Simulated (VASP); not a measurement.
Here is a VASP 6.6.1 calculation.

The input POSCAR:

```
Ta
1.0
   -1.8547224367      1.8547224367      1.3112887627
    1.8547224367     -1.8547224367      1.3112887627
    1.8547224367      1.8547224367     -1.3112887627
Ta
1
Direct
    0.0000000000      0.0000000000      0.0000000000
```

INCAR.step1

```
SYSTEM = Ta
PREC     = Accurate       ! precision mode
ENCUT    = 520            ! plane-wave cutoff, eV
ISMEAR   = 0              ! smearing method
SIGMA    = 0.15           ! smearing width, eV
LREAL    = .False.        ! projectors in reciprocal space
LASPH    = .True.         ! aspherical terms in the spheres
NELM     = 80             ! most SCF steps
NBANDS   = 12             ! bands
GGA      = PE             ! functional
ALGO     = Normal         ! electronic algorithm
EDIFF    = 1E-4           ! SCF threshold, eV
LWAVE    = .True.         ! write WAVECAR
LCHARG   = .False.        ! write CHGCAR
```

File INCAR.step2:

```
SYSTEM = Ta
PREC     = Accurate       ! precision mode
ENCUT    = 520            ! plane-wave cutoff, eV
EDIFF    = 1E-6           ! SCF threshold, eV
ISMEAR   = 0              ! smearing method
SIGMA    = 0.15           ! smearing width, eV
LREAL    = .False.        ! projectors in reciprocal space
LASPH    = .True.         ! aspherical terms in the spheres
NELM     = 80             ! most SCF steps
ALGO     = Normal         ! electronic algorithm
ISIF     = 2              ! what is computed and relaxed
LWAVE    = .False.        ! write WAVECAR
LCHARG   = .True.         ! write CHGCAR
METAGGA  = R2SCAN         ! meta-GGA
LMIXTAU  = .True.       
LELF     = .True.         ! ELF
LVHAR    = .True.       
NBANDS   = 12             ! bands
ISTART   = 1
```

The input KPOINTS:

```
Automatic mesh
0
Gamma
  28 28 28
  0 0 0
```

Potentials or basis: VASP PAW PBE potentials, release 64 (Ta_pv).

Run with:

```bash
$ cat potpaw_PBE.64/Ta_pv/POTCAR > POTCAR
$ cp INCAR.step1 INCAR
$ mpirun -np 1 vasp_std > vasp.out
$ cp INCAR.step2 INCAR
$ mpirun -np 1 vasp_std > vasp.out
```

Task: What does it give for the pressure?

Result: 8.5 GPa.

Task: Predict the band gap on the k mesh.

Result: Zero (an odd number of electrons rules out a gap without spin polarisation).

Stress tensor (GPa, compression positive):
```
 1.05  0.00  0.00
 0.00  1.05  0.00
 0.00  0.00 23.45
```

Caveat: the stress differs along the axes, from 1 to 23 GPa; the PAW data sets were made with another functional, which shifts forces and pressure a little; spin-orbit coupling is left out, which moves the levels of the heavy elements.
